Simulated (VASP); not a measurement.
Wanted: the native input for a VASP 6.6.1 run.

```yaml
Task: single point
Functional: PBEsol
Potentials_or_basis: VASP PAW PBE potentials, release 64 (Zr_sv)
Cutoff: 520 eV
k_mesh: 9 × 9 × 5
Occupations: fermi-dirac, width 0.05 eV
Spin: no spin polarisation
Hubbard_terms: Zr d U = 3.0 eV
Dipole_correction: no
Further_INCAR_settings: ALGO = Fast; EDIFF = 1e-06; NBANDS = 19
```

The structure of Zr lies in POSCAR:

```
Zr
1.0
    3.2320000000      0.0000000000      0.0000000000
   -1.6160000000      2.7989941050      0.0000000000
    0.0000000000      0.0000000000      5.1470000000
Zr
2
Direct
    0.6666666667      0.3333333333      0.7500000000
    0.3333333333      0.6666666667      0.2500000000
```

One way to write it, as run:

INCAR

```
ALGO = Fast
EDIFF = 1E-6
ENCUT = 520
GGA = PS
ISIF = 2
ISMEAR = -1
LASPH = True
LCHARG = False
LDAU = True
LDAUJ = 0
LDAUL = 2
LDAUPRINT = 1
LDAUTYPE = 2
LDAUU = 3
LMAXMIX = 4
LREAL = False
LWAVE = False
NBANDS = 19
NELM = 150
PREC = Accurate
SIGMA = 0.05
```

KPOINTS

```
k-points
0
Gamma
  9 9 5
```

Potentials or basis: VASP PAW PBE potentials, release 64 (Zr_sv).

Launch:

```sh
$ cat potpaw_PBE.64/Zr_sv/POTCAR > POTCAR
$ mpirun -np 1 vasp_std > vasp.out
```

It gave:

| Item | Value |
| --- | --- |
| Pressure | 4.5 GPa |
| Band gap on the k mesh | zero (band 12 reaches 10.35 eV, above the bottom of band 13 at 9.01 eV) |

Caveat: the PAW data sets were made with another functional, which shifts forces and pressure a little; U without spin polarisation on a metal has little footing; the U is typed as a test and isn't derived for this compound.

Wall time 16 s on 1 thread of Intel(R) Xeon(R) 6975P-C (Granite Rapids) (shared host), peak memory 0.16 GiB.
